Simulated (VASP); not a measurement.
# TaAs (Fdd2) in VASP: relaxation of the atoms with PBE

Aim: the relaxation of the atoms of TaAs with PBE.

Everything below comes from runs of VASP 6.6.1. Logs are shortened: lines on timing, memory, paths and dates and some standing lists are left out, and cuts for length are marked.

## (1) The cell of the first run

Symmetry: Fdd2, No. 43, orthorhombic system. Conventional cell: a = 4.773 Å, b = 4.967 Å, c = 11.736 Å, α = 90.00°, β = 90.00°, γ = 90.00°. Ta (site symmetry 2) has 6 As at 2.58 to 2.67 Å and 8 Ta at 3.40 to 3.44 Å within 3.5 Å. As (site symmetry 2) has 6 Ta at 2.58 to 2.67 Å and 8 As at 3.40 to 3.44 Å within 3.5 Å.

## (2) Relaxation of the atoms, PBE

The input, INCAR:

```
SYSTEM = TaAs
ALGO = Fast
EDIFF = 1E-6
EDIFFG = -0.01
ENCUT = 520
GGA = PE
IBRION = 2
ISIF = 2
ISMEAR = -1
LASPH = .True.
LCHARG = .False.
LREAL = .False.
LWAVE = .False.
NELM = 80
NSW = 60
PREC = Accurate
SIGMA = 0.05
```

The input, KPOINTS:

```
k-points
0
Gamma
  9 9 9
  0 0 0
```

The input, POSCAR:

```
TaAs
1.0
   -1.7562496294      1.7562496294      5.8679415361
    1.7562496294     -1.7562496294      5.8679415361
    1.6873770950      1.6873770950     -5.8679415361
Ta As
2 2
Direct
    0.4999673000      0.4999673000      0.0000000000
    0.2499673000      0.7499673000      0.5000000000
    0.0826321200      0.0826321200      0.0000000000
    0.8326321200      0.3326321200      0.5000000000
```

Potentials or basis: VASP PAW PBE potentials, release 64 (Ta_pv, As).

Run with:

```sh
> cat potpaw_PBE.64/Ta_pv/POTCAR potpaw_PBE.64/As/POTCAR > POTCAR
> mpirun -np 1 vasp_std > vasp.out
```

OUTCAR:

```text
SYSTEM = TaAs
   EDIFF = 1E-6
   EDIFFG = -0.01
   ENCUT = 520
   GGA = PE
   IBRION = 2
   ISIF = 2
   ISMEAR = -1
   LASPH = .True.
   LREAL = .False.
   NELM = 80
   NSW = 60
   PREC = Accurate

 ion  position               nearest neighbor table
   1  0.500  0.500  0.000-   3 2.58   3 2.58   4 2.61   4 2.61   3 2.67   3 2.67   2 3.40   2 3.40
                             2 3.40   2 3.40
   2  0.250  0.750  0.500-   4 2.58   4 2.58   3 2.61   3 2.61   4 2.67   4 2.67   1 3.40   1 3.40
                             1 3.40   1 3.40
   3  0.083  0.083  0.000-   1 2.58   1 2.58   2 2.61   2 2.61   1 2.67   1 2.67
   4  0.833  0.333  0.500-   2 2.58   2 2.58   1 2.61   1 2.61   2 2.67   2 2.67

  LATTYP: Found a face centered orthorhombic cell.
 ALAT       =     4.7726231452
 B/A-ratio  =     1.0408163265
 C/A-ratio  =     2.4590005779

  Lattice vectors:

 A1 = (  -1.7562496294,   1.7562496294,   5.8679415361)
 A2 = (   1.6873770950,   1.6873770950,   5.8679415361)
 A3 = (  -0.0688725344,   3.4436267244,   0.0000000000)

Analysis of symmetry for initial positions (statically):
=====================================================================
 Subroutine PRICEL returns:
 Original cell was already a primitive cell.

 Routine SETGRP: Setting up the symmetry group for a
 face centered orthorhombic supercell.

 Subroutine GETGRP returns: Found  4 space group operations
 (whereof  2 operations were pure point group operations)
 out of a pool of  8 trial point group operations.

The static configuration has the point symmetry C_2 .
 The point group associated with its full space group is C_2v.

Analysis of symmetry for dynamics (positions and initial velocities):
=====================================================================
 Subroutine PRICEL returns:
 Original cell was already a primitive cell.

 Routine SETGRP: Setting up the symmetry group for a
 face centered orthorhombic supercell.

 Subroutine GETGRP returns: Found  4 space group operations
 (whereof  2 operations were pure point group operations)
 out of a pool of  8 trial point group operations.

The dynamic configuration has the point symmetry C_2 .
 The point group associated with its full space group is C_2v.

 Subroutine INISYM returns: Found  4 space group operations
 (whereof  2 operations are pure point group operations),
 and found     1 'primitive' translations

----------------------------------------------------------------------------------------

                                     Primitive cell

  volume of cell :      69.5575

  direct lattice vectors                    reciprocal lattice vectors
    -1.756249629  1.756249629  5.867941536     0.005810154  0.290507723  0.085208756
     1.756249629 -1.756249629  5.867941536     0.290507723  0.005810154  0.085208756
     1.687377095  1.687377095 -5.867941536     0.296317878  0.296317878  0.000000000

  length of vectors
     6.371935608  6.371935608  6.334605023     0.302801961  0.302801961  0.419056762

  position of ions in fractional coordinates (direct lattice)
     0.499967300  0.499967300  0.000000000
     0.249967300  0.749967300  0.500000000
     0.082632120  0.082632120  0.000000000
     0.832632120  0.332632120  0.500000000

  ion indices of the primitive-cell ions
   primitive index   ion index
                 1           1
                 2           2
                 3           3
                 4           4

----------------------------------------------------------------------------------------
[... 67 lines left out ...]
   LASPH  =      T    aspherical Exc in radial PAW
   ENCUT  =  520.0 eV  38.22 Ry    6.18 a.u.  11.85 11.85 11.78*2*pi/ulx,y,z
   NELM   =     80;   NELMIN=  2; NELMDL= -5     # of ELM steps
   EDIFF  = 0.1E-05   stopping-criterion for ELM
   LREAL  =      F    real-space projection
   EDIFFG = -.1E-01   stopping-criterion for IOM
   NSW    =     60    number of steps for IOM
   IBRION =      2    ionic relax: 0-MD 1-quasi-New 2-CG
   NFREE  =      1    steps in history (QN), initial steepest desc. (CG)
   ISIF   =      2    stress and relaxation
   ISYM   =      2    0-nonsym 1-usesym 2-fastsym
   POTIM  = 0.5000    time-step for ionic-motion
   TEBEG  =    0.0;   TEEND  =   0.0 temperature during run
   PSTRESS=    0.0 pullay stress
   NELECT =      32.0000    total number of electrons
   NUPDOWN=      -1.0000    fix difference up-down
   EMIN   =  10.00;   EMAX   =-10.00  energy-range for DOS
   EFERMI =   0.00;   METHOD = LEGACY
   ISMEAR =    -1;   SIGMA  =   0.05  broadening in eV -4-tet -1-fermi 0-gaus
   EFERMI_NEDOS =   21; number of points for ismear=-14 and -15
   IALGO  =     68    algorithm
   IMIX   =      4    mixing-type and parameters
     AMIX     =   0.40;   BMIX     =  1.00
     AMIX_MAG =   1.60;   BMIX_MAG =  1.00
  volume/ion in A,a.u.               =      17.39       117.35
  Fermi-wavevector in a.u.,A,eV,Ry     =   1.263795  2.388227 21.730937  1.597179
  Thomas-Fermi vector in A             =   2.397134
   LORBIT       =      0    0 simple, 1 ext, 2 COOP (PROOUT), +10 PAW based schemes
   GGA     = PE    functional components
   LHFCALC =     F    Hartree Fock is set to
   AEXX    =    0.0000 exact exchange contribution
   IVDW    =     0    specifies the selected vdW correction
   LEPSILON=     F    determine dielectric tensor
   LRPA    =     F    only Hartree local field effects (RPA)
 conjugate gradient relaxation of ions
 non-spin polarized calculation
 RMM-DIIS sequential band-by-band and
  energy-cutoff  :      520.00
  volume of cell :       69.56
 maximum number of plane-waves:      1898
   NGX = 23   NGY = 23   NGZ = 23

--------------------------------------- Ionic step        1  -------------------------------------------

 number of electron      32.0000002 magnetization

 Free energy of the ion-electron system (eV)
  ---------------------------------------------------
  ext. energy  EPLUGINS =         0.00000000
  ---------------------------------------------------
  free energy    TOTEN  =       -35.03673626 eV

  energy without entropy =      -35.03081422  energy(sigma->0) =      -35.03377524

------------------------ aborting loop because EDIFF is reached ----------------------------------------

  FORCE on cell =-STRESS in cart. coord.  units (eV):
  Direction    XX          YY          ZZ          XY          YZ          ZX
  --------------------------------------------------------------------------------------
  -------------------------------------------------------------------------------------
  Total        1.5470285      1.5470285      0.9292827      3.2352568      0.0000000      0.0000000
  in kB       35.6340121     35.6340121     21.4049527     74.5203988      0.0000000      0.0000000
  external PRESSURE =      30.8909923 kB  Pullay stress =       0.0000000 kB

 VOLUME and BASIS-vectors are now :
 -----------------------------------------------------------------------------
  energy-cutoff  :      520.00
  volume of cell :       69.56
      direct lattice vectors                 reciprocal lattice vectors
    -1.756249629  1.756249629  5.867941536     0.005810154  0.290507723  0.085208756
     1.756249629 -1.756249629  5.867941536     0.290507723  0.005810154  0.085208756
     1.687377095  1.687377095 -5.867941536     0.296317878  0.296317878  0.000000000

 POSITION                                       TOTAL-FORCE (eV/Angst)
 -----------------------------------------------------------------------------------
      0.00000      0.00000      5.86756         0.000000      0.000000     -0.019043
      1.72181     -0.03444      2.93359        -0.000000     -0.000000     -0.019043
      0.00000      0.00000      0.96976         0.000000     -0.000000      0.019043
     -0.03444      1.72181      3.90373        -0.000000      0.000000      0.019043
 -----------------------------------------------------------------------------------
    total drift:                                0.000000      0.000000     -0.000311

  FREE ENERGIE OF THE ION-ELECTRON SYSTEM (eV)
  ---------------------------------------------------
  free  energy   TOTEN  =       -35.0367362633 eV

  energy  without entropy=      -35.0308142199  energy(sigma->0) =      -35.03377524

--------------------------------------- Ionic step        2  -------------------------------------------

 number of electron      32.0000002 magnetization

 Free energy of the ion-electron system (eV)
  ---------------------------------------------------
  ext. energy  EPLUGINS =         0.00000000
  ---------------------------------------------------
  free energy    TOTEN  =       -35.03676590 eV

  energy without entropy =      -35.03084854  energy(sigma->0) =      -35.03380722

 E-fermi :   6.9774     XC(G=0): -11.9095

 val. band max:        6.9355145074   @ k =  -0.1111  -0.4444   0.1111
 cond. band min:       6.9824862527   @ k =  -0.3333   0.4444   0.3333
 fundamental gap:      0.0469717452
 Fermi energy:         6.9773773999

 k-point     1 :       0.0000    0.0000    0.0000
  band No.  band energies     occupation
      1     -28.0019      2.00000
      2     -27.9634      2.00000
      3     -27.9575      2.00000
      4     -27.8103      2.00000
      5     -27.8080      2.00000
      6     -27.7654      2.00000
[... 541 lines left out ...]
     19       9.8900      0.00000
     20       9.9251      0.00000

 [... further k-points ...]
[... 5 lines left out ...]
  --------------------------------------------------------------------------------------
  -------------------------------------------------------------------------------------
  Total        1.5344880      1.5344880      0.9575747      3.2269623      0.0000000      0.0000000
  in kB       35.3451558     35.3451558     22.0566261     74.3293454      0.0000000      0.0000000
  external PRESSURE =      30.9156459 kB  Pullay stress =       0.0000000 kB

 VOLUME and BASIS-vectors are now :
 -----------------------------------------------------------------------------
  energy-cutoff  :      520.00
  volume of cell :       69.56
      direct lattice vectors                 reciprocal lattice vectors
    -1.756249629  1.756249629  5.867941536     0.005810154  0.290507723  0.085208756
     1.756249629 -1.756249629  5.867941536     0.290507723  0.005810154  0.085208756
     1.687377095  1.687377095 -5.867941536     0.296317878  0.296317878  0.000000000

 POSITION                                       TOTAL-FORCE (eV/Angst)
 -----------------------------------------------------------------------------------
      0.00000      0.00000      5.86664        -0.000000     -0.000000      0.004039
      1.72181     -0.03444      2.93267        -0.000000     -0.000000      0.004039
      1.68738      1.68738     -4.89726         0.000000     -0.000000     -0.004039
     -0.03444      1.72181      3.90465        -0.000000      0.000000     -0.004039
 -----------------------------------------------------------------------------------
    total drift:                                0.000000      0.000000      0.003209

  FREE ENERGIE OF THE ION-ELECTRON SYSTEM (eV)
  ---------------------------------------------------
  free  energy   TOTEN  =       -35.0367658961 eV

  energy  without entropy=      -35.0308485423  energy(sigma->0) =      -35.03380722

 reached required accuracy - stopping structural energy minimisation
```

It took 16 min on 1 thread of Oxide Virtual Turin-like, shared host; peak memory 0.4 GiB.

Results:

```
Free energy                  : -35.0368 eV
Energy gained by relaxing    : 0.0 meV/atom
Ionic steps                  : 2
Pressure after relaxing      : 3.1 GPa
Largest force after relaxing : 0.004 eV/Å
Band gap on the k mesh       : zero (filled and empty bands touch)
```

Forces in eV/Å, atoms in the order of the input:
```
Ta   0.000  0.000  0.004
Ta   0.000  0.000  0.004
As   0.000  0.000 -0.004
As   0.000  0.000 -0.004
```

Final structure:
```
Ta As
1.0
    -1.75625    1.75625    5.86794
     1.75625   -1.75625    5.86794
     1.68738    1.68738   -5.86794
Ta As
2 2
Direct
  0.49989 0.49989 0.00000
  0.24989 0.74989 0.50000
  0.08271 0.08271 0.00000
  0.83271 0.33271 0.50000
```

Caveat: spin-orbit coupling is left out, which moves the levels of the heavy elements.

The gap in the log of VASP goes by the Fermi energy; the results here count the filled bands.